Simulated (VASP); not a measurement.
A run of VASP 6.6.1:

Contents of POSCAR:

```
SrO
1.0
    0.0000000000      2.7922805169      2.8048457793
    2.7922805169      0.0000000000      2.8048457793
    2.7922805169      2.7922805169      0.0000000000
Sr O
1 1
Direct
    0.0000000000      0.0000000000      0.0000000000
    0.2500000000      0.2500000000      0.2500000000
```

File INCAR.step1:

```
  ALGO = Normal
  EDIFF = 1E-4
  ENCUT = 520
  GGA = PE
  ISMEAR = 0
  LASPH = True
  LCHARG = False
  LREAL = False
  LWAVE = True
  NBANDS = 15
  NELM = 100
  PREC = Accurate
  SIGMA = 0.01
```

INCAR.step2

```
  ALGO = Normal
  EDIFF = 1E-7
  ENCUT = 520
  ISIF = 2
  ISMEAR = 0
  ISTART = 1
  LASPH = True
  LCHARG = False
  LMIXTAU = True
  LREAL = False
  LWAVE = False
  METAGGA = R2SCAN
  NBANDS = 15
  NELM = 100
  PREC = Accurate
  SIGMA = 0.01
```

File KPOINTS:

```
k-points
0
Gamma
  8 8 8
```

Potentials or basis: VASP PAW PBE potentials, release 64 (Sr_sv, O).

Command:

```bash
$ cat potpaw_PBE.64/Sr_sv/POTCAR potpaw_PBE.64/O/POTCAR > POTCAR
$ cp INCAR.step1 INCAR
$ mpirun -np 1 vasp_std > vasp.out
$ cp INCAR.step2 INCAR
$ mpirun -np 1 vasp_std > vasp.out
```

Hardware: 1 thread of Intel(R) Xeon(R) 6975P-C (Granite Rapids) (shared host).

Question: Estimate the wall time of this run.

Answer: Wall time 80 s on 1 thread of Intel(R) Xeon(R) 6975P-C (Granite Rapids), with other jobs on the host, peak memory 0.19 GiB. Counts: k points 59.
